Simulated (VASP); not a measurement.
# Si4W2Cl in VASP: relaxation of the atoms with PBE

Aim: the relaxation of the atoms of Si4W2Cl with PBE.

All numbers are computed with VASP 6.6.1; they aren't measurements. Logs are shortened: lines on timing, memory, paths and dates and some standing lists are left out, and cuts for length are marked.

## Step 1: The cell of the first run

The cell holds a slab with vacuum, 7 atoms: a = 3.229 Å, b = 3.229 Å, c = 21.937 Å, α = 90.00°, β = 90.00°, γ = 90.00°.

## Step 2: Relaxation of the atoms, PBE

INCAR

```
  ALGO = Fast
  DIPOL = 0.5 0.5 0.363
  EDIFF = 1E-6
  EDIFFG = -0.025
  ENCUT = 520
  GGA = PE
  IBRION = 2
  IDIPOL = 3
  ISIF = 2
  ISMEAR = 0
  KPAR = 4
  LASPH = True
  LCHARG = False
  LDIPOL = True
  LREAL = False
  LWAVE = False
  NELM = 100
  NSW = 36
  PREC = Accurate
  SIGMA = 0.1
```

KPOINTS

```
k-points
0
Gamma
  8 8 1
```

POSCAR

```
Si4W2Cl
1.0
    3.2290359795      0.0000000000      0.0000000000
    0.0000000000      3.2290359795      0.0000000000
    0.0000000000      0.0000000000     21.9368337387
Si W Cl
4 2 1
Selective dynamics
Direct
    0.0000000000      0.0000000000      0.1823417202  F F F
    0.0000000000      0.0000000000      0.3010024140  F F F
    0.5000000000      0.5000000000      0.3590131320  F F F
    0.5000000000      0.5000000000      0.4757675544  F F F
    0.5000000000      0.5000000000      0.2416720671  F F F
    0.0000000000      0.0000000000      0.4178417948  F F F
    0.6250000000      0.7500000000      0.5633153902  F F T
```

Potentials or basis: VASP PAW PBE potentials, release 64 (Si, W_sv, Cl).

Run with:

```console
> cat potpaw_PBE.64/Si/POTCAR potpaw_PBE.64/W_sv/POTCAR potpaw_PBE.64/Cl/POTCAR > POTCAR
> mpirun -np 4 vasp_std > vasp.out
```

OUTCAR:

```text
EDIFF = 1E-6
   EDIFFG = -0.025
   ENCUT = 520
   GGA = PE
   IBRION = 2
   ISIF = 2
   ISMEAR = 0
   LASPH = True
   LREAL = False
   NELM = 100
   NSW = 36
   PREC = Accurate

 ion  position               nearest neighbor table
   1  0.000  0.000  0.182-   2 2.60   5 2.63   5 2.63   5 2.63   5 2.63
   2  0.000  0.000  0.301-   6 2.56   1 2.60   3 2.61   3 2.61   3 2.61   3 2.61   5 2.63   5 2.63
                             5 2.63   5 2.63
   3  0.500  0.500  0.359-   4 2.56   5 2.57   2 2.61   2 2.61   2 2.61   2 2.61   6 2.62   6 2.62
                             6 2.62   6 2.62
   4  0.500  0.500  0.476-   7 2.12   3 2.56   6 2.61   6 2.61   6 2.61   6 2.61
   5  0.500  0.500  0.242-   3 2.57   1 2.63   1 2.63   1 2.63   1 2.63   2 2.63   2 2.63   2 2.63
                             2 2.63
   6  0.000  0.000  0.418-   2 2.56   4 2.61   4 2.61   4 2.61   4 2.61   3 2.62   3 2.62   3 2.62
                             3 2.62
   7  0.625  0.750  0.563-   4 2.12

  LATTYP: Found a simple tetragonal cell.
 ALAT       =     3.2290359795
 C/A-ratio  =     6.7936170046

  Lattice vectors:

 A1 = (   3.2290359795,   0.0000000000,   0.0000000000)
 A2 = (   0.0000000000,   3.2290359795,   0.0000000000)
 A3 = (   0.0000000000,   0.0000000000,  21.9368337387)

Analysis of symmetry for initial positions (statically):
=====================================================================
 Subroutine PRICEL returns:
 Original cell was already a primitive cell.

 Routine SETGRP: Setting up the symmetry group for a
 simple tetragonal supercell.

 Subroutine GETGRP returns: Found  1 space group operations
 (whereof  1 operations were pure point group operations)
 out of a pool of 16 trial point group operations.

The static configuration has the point symmetry C_1 .

Analysis of symmetry for dynamics (positions and initial velocities):
=====================================================================
 Subroutine PRICEL returns:
 Original cell was already a primitive cell.

 Routine SETGRP: Setting up the symmetry group for a
 simple tetragonal supercell.

 Subroutine GETGRP returns: Found  1 space group operations
 (whereof  1 operations were pure point group operations)
 out of a pool of 16 trial point group operations.

The dynamic configuration has the point symmetry C_1 .

Analysis of constrained symmetry for selective dynamics:
=====================================================================
 Subroutine PRICEL returns:
 Original cell was already a primitive cell.

 Routine SETGRP: Setting up the symmetry group for a
 simple tetragonal supercell.

 Subroutine GETGRP returns: Found  1 space group operations
 (whereof  1 operations were pure point group operations)
 out of a pool of 16 trial point group operations.

The constrained configuration has the point symmetry C_1 .

 Subroutine INISYM returns: Found  1 space group operations
 (whereof  1 operations are pure point group operations),
 and found     1 'primitive' translations

----------------------------------------------------------------------------------------

                                     Primitive cell

  volume of cell :     228.7282

  direct lattice vectors                    reciprocal lattice vectors
     3.229035979  0.000000000  0.000000000     0.309689953  0.000000000  0.000000000
     0.000000000  3.229035979  0.000000000     0.000000000  0.309689953  0.000000000
     0.000000000  0.000000000 21.936833739     0.000000000  0.000000000  0.045585430

  length of vectors
     3.229035979  3.229035979 21.936833739     0.309689953  0.309689953  0.045585430

  position of ions in fractional coordinates (direct lattice)
     0.000000000  0.000000000  0.182341720
     0.000000000  0.000000000  0.301002414
     0.500000000  0.500000000  0.359013132
     0.500000000  0.500000000  0.475767554
     0.500000000  0.500000000  0.241672067
     0.000000000  0.000000000  0.417841795
     0.625000000  0.750000000  0.563315390

  ion indices of the primitive-cell ions
   primitive index   ion index
                 1           1
                 2           2
                 3           3
                 4           4
                 5           5
                 6           6
                 7           7

----------------------------------------------------------------------------------------

 KPOINTS: k-points

Automatic generation of k-mesh.
 Grid dimensions read from file:
 generate k-points for:    8    8    1

 Generating k-lattice:

  Cartesian coordinates                     Fractional coordinates (reciprocal lattice)
     0.038711244  0.000000000  0.000000000     0.125000000  0.000000000  0.000000000
     0.000000000  0.038711244  0.000000000     0.000000000  0.125000000  0.000000000
     0.000000000  0.000000000  0.045585430     0.000000000  0.000000000  1.000000000

  Length of vectors
     0.038711244  0.038711244  0.045585430

  Shift w.r.t. Gamma in fractional coordinates (k-lattice)
     0.000000000  0.000000000  0.000000000

 Subroutine IBZKPT returns following result:
 ===========================================

 Found     34 irreducible k-points:

 Following reciprocal coordinates:
            Coordinates               Weight
  0.000000  0.000000  0.000000      1.000000
  0.125000  0.000000  0.000000      2.000000
  0.000000  0.125000  0.000000      2.000000
  0.250000  0.000000  0.000000      2.000000
  0.000000  0.250000  0.000000      2.000000
  0.375000  0.000000  0.000000      2.000000
[... 16 lines left out ...]
 -0.250000  0.250000  0.000000      2.000000
  0.375000  0.250000  0.000000      2.000000
 [... further k-points ...]
   k-points           NKPTS =     34   k-points in BZ     NKDIM =     34   number of bands    NBANDS=     30
   number of dos      NEDOS =    301   number of ions     NIONS =      7
   total plane-waves  NPLWV =  96768
   dimension x,y,z NGX =    24 NGY =   24 NGZ =  168
   dimension x,y,z NGXF=    48 NGYF=   48 NGZF=  336
   ions per type =               4   2   1
   NGX,Y,Z   is equivalent  to a cutoff of  12.36, 12.36, 12.73 a.u.
   NGXF,Y,Z  is equivalent  to a cutoff of  24.71, 24.71, 25.46 a.u.
 SYSTEM =  unknown system
   PREC   = accura    normal or accurate (medium, high low for compatibility)
   ISTART =      0    job   : 0-new  1-cont  2-samecut
   ICHARG =      2    charge: 1-file 2-atom 10-const
   ISPIN  =      1    spin polarized calculation?
   LNONCOLLINEAR =      F non collinear calculations
   LSORBIT =      F    spin-orbit coupling
   LASPH  =      T    aspherical Exc in radial PAW
   ENCUT  =  520.0 eV  38.22 Ry    6.18 a.u.   6.00  6.00 40.79*2*pi/ulx,y,z
   NELM   =    100;   NELMIN=  2; NELMDL= -5     # of ELM steps
   EDIFF  = 0.1E-05   stopping-criterion for ELM
   LREAL  =      F    real-space projection
   EDIFFG = -.3E-01   stopping-criterion for IOM
   NSW    =     36    number of steps for IOM
   IBRION =      2    ionic relax: 0-MD 1-quasi-New 2-CG
   NFREE  =      1    steps in history (QN), initial steepest desc. (CG)
   ISIF   =      2    stress and relaxation
   ISYM   =      2    0-nonsym 1-usesym 2-fastsym
   POTIM  = 0.5000    time-step for ionic-motion
   TEBEG  =    0.0;   TEEND  =   0.0 temperature during run
   PSTRESS=    0.0 pullay stress
   NELECT =      51.0000    total number of electrons
   NUPDOWN=      -1.0000    fix difference up-down
   EMIN   =  10.00;   EMAX   =-10.00  energy-range for DOS
   EFERMI =   0.00;   METHOD = LEGACY
   ISMEAR =     0;   SIGMA  =   0.10  broadening in eV -4-tet -1-fermi 0-gaus
   EFERMI_NEDOS =   21; number of points for ismear=-14 and -15
   IALGO  =     68    algorithm
   IMIX   =      4    mixing-type and parameters
     AMIX     =   0.40;   BMIX     =  1.00
     AMIX_MAG =   1.60;   BMIX_MAG =  1.00
  volume/ion in A,a.u.               =      32.68       220.50
  Fermi-wavevector in a.u.,A,eV,Ry     =   0.992716  1.875961 13.408336  0.985485
  Thomas-Fermi vector in A             =   2.124547
   LORBIT       =      0    0 simple, 1 ext, 2 COOP (PROOUT), +10 PAW based schemes
   GGA     = PE    functional components
   LHFCALC =     F    Hartree Fock is set to
   AEXX    =    0.0000 exact exchange contribution
   IVDW    =     0    specifies the selected vdW correction
   LEPSILON=     F    determine dielectric tensor
   LRPA    =     F    only Hartree local field effects (RPA)
 conjugate gradient relaxation of ions
 non-spin polarized calculation
 RMM-DIIS sequential band-by-band and
 Gauss-broadening in eV      SIGMA  =   0.10
  energy-cutoff  :      520.00
  volume of cell :      228.73
 maximum number of plane-waves:      6214
   NGX = 13   NGY = 13   NGZ = 81

 dipolmoment           0.000000      0.000000     -0.231224 electrons x Angstroem

--------------------------------------- Ionic step        1  -------------------------------------------

 number of electron      50.9999999 magnetization

 Free energy of the ion-electron system (eV)
  ---------------------------------------------------
  ext. energy  EPLUGINS =         0.00000000
  ---------------------------------------------------
  free energy    TOTEN  =       -49.88536893 eV

  energy without entropy =      -49.85945810  energy(sigma->0) =      -49.87241351

------------------------ aborting loop because EDIFF is reached ----------------------------------------

  FORCE on cell =-STRESS in cart. coord.  units (eV):
  Direction    XX          YY          ZZ          XY          YZ          ZX
  --------------------------------------------------------------------------------------
  -------------------------------------------------------------------------------------
  Total       -0.0604398     -0.4688449      0.6875220     -0.4055783     -1.5609943     -0.6866344
  in kB       -0.4233641     -3.2841277      4.8159002     -2.8409633    -10.9343304     -4.8096830
  external PRESSURE =       0.3694695 kB  Pullay stress =       0.0000000 kB
[... 69 lines left out ...]
--------------------------------------- Ionic step        3  -------------------------------------------

 number of electron      51.0000000 magnetization

 dipolmoment           0.000000      0.000000      0.058901 electrons x Angstroem

 Free energy of the ion-electron system (eV)
  ---------------------------------------------------
  ext. energy  EPLUGINS =         0.00000000
  ---------------------------------------------------
  free energy    TOTEN  =       -49.88631623 eV

  energy without entropy =      -49.86044302  energy(sigma->0) =      -49.87337963

 E-fermi :   1.8572     XC(G=0):  -6.1599

 val. band max:        1.8531668869   @ k =   0.0000   0.3750   0.0000
 cond. band min:       1.8704230921   @ k =   0.2500   0.3750   0.0000
 fundamental gap:      0.0172562052
 Fermi energy:         1.8572283095

 k-point     1 :       0.0000    0.0000    0.0000
  band No.  band energies     occupation
      1     -72.0144      2.00000
      2     -71.8869      2.00000
      3     -36.2662      2.00000
      4     -36.2403      2.00000
      5     -36.2305      2.00000
      6     -36.1405      2.00000
[... 781 lines left out ...]
     29       3.8307      0.00000
     30       4.6260      0.00000

 [... further k-points ...]

------------------------ aborting loop because EDIFF is reached ----------------------------------------

 vacuum level on the upper side and lower side of the slab       (xc-potential included)         0.200        -0.804

  FORCE on cell =-STRESS in cart. coord.  units (eV):
  Direction    XX          YY          ZZ          XY          YZ          ZX
  --------------------------------------------------------------------------------------
  -------------------------------------------------------------------------------------
  Total       -0.0681928     -0.5129369      0.3249037     -0.4151817     -1.6287383     -0.7291222
  in kB       -0.4776717     -3.5929801      2.2758601     -2.9082325    -11.4088578     -5.1072983
  external PRESSURE =      -0.5982639 kB  Pullay stress =       0.0000000 kB
[... 22 lines left out ...]
  FREE ENERGIE OF THE ION-ELECTRON SYSTEM (eV)
  ---------------------------------------------------
  free  energy   TOTEN  =       -49.8863162336 eV

  energy  without entropy=      -49.8604430227  energy(sigma->0) =      -49.87337963

 reached required accuracy - stopping structural energy minimisation

 vacuum level on the upper side and lower side of the slab         7.016         5.977
```

Run time: 3.8 min. Hardware: 4 MPI ranks of Oxide Virtual Turin-like, shared host; peak memory 0.43 GiB.

Results:

* Free energy: -49.8863 eV
* Energy gained by relaxing: 0.1 meV/atom
* Ionic steps: 3
* Band gap on the k mesh: zero (an odd number of electrons rules out a gap without spin polarisation)

The path:
```tsv
step	energy change (eV)	largest force on free atoms (eV/Å)	pressure (GPa)
1	0.0000	0.1577	0.04
2	-0.0008	0.0621	-0.02
3	-0.0009	0.0172	-0.06
```

Final structure:
```
Si W Cl
1.0
     3.22904    0.00000    0.00000
     0.00000    3.22904    0.00000
     0.00000    0.00000   21.93683
Si W Cl
4 2 1
Direct
  0.00000 0.00000 0.18234
  0.00000 0.00000 0.30100
  0.50000 0.50000 0.35901
  0.50000 0.50000 0.47577
  0.50000 0.50000 0.24167
  0.00000 0.00000 0.41784
  0.62500 0.75000 0.56395
```

Levels at points of the mesh, in eV from the Fermi level:
```csv
k point,band 21,band 22,band 23,band 24,band 25,band 26,band 27,band 28,band 29,band 30
"(0.00, 0.00, 0.00)",-2.09,-1.88,-0.67,-0.60,0.69,0.70,0.87,0.92,0.95,2.44
"(0.50, 0.00, 0.00)",-2.43,-1.96,-1.92,-1.31,-0.29,-0.28,-0.13,2.39,2.69,2.89
"(0.00, 0.50, 0.00)",-2.43,-1.96,-1.80,-1.01,-0.28,-0.25,-0.13,2.20,2.70,2.88
"(0.50, 0.50, 0.00)",-3.16,-2.71,-2.11,-1.98,-1.92,-0.48,0.98,1.59,2.96,3.12
```

Caveat: spin-orbit coupling is left out, which moves the levels of the heavy elements; an odd number of electrons without spin polarisation forces a metal; a magnetic or distorted state may lie lower.
